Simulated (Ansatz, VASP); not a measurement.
## TiC: VASP beside Ansatz

```
CELL_PARAMETERS angstrom
0.00000 2.12020 2.12020
2.12020 0.00000 2.12020
2.12020 2.12020 0.00000
ATOMIC_POSITIONS crystal
Ti 0.00000 0.00000 0.00000
C 0.50000 0.50000 0.50000
```

Change from the starting cell: volume scaled by 0.9405, crystal datasets.

Alike in both runs: task electric field gradients; functional PBEsol; k mesh 16 × 16 × 16; occupations fermi-dirac, width 0.03 eV; no spin polarisation.

```csv
,VASP,Ansatz
version,VASP 6.6.1,Ansatz 0.2.0
potentials or method,"VASP PAW PBE potentials, release 64 (Ti_sv, C), cutoff 520 eV","all-electron PAW with datasets made for the crystal, scalar-relativistic"
```

|  | VASP | Ansatz | Ansatz less VASP |
| --- | --- | --- | --- |
| pressure (GPa) | 10.9 | 10.7 | -0.25 |

VASP's potentials were made for PBE, not for PBEsol. Ansatz ran all-electron here, and VASP with PAW potentials. Ansatz's warnings: printed levels off.
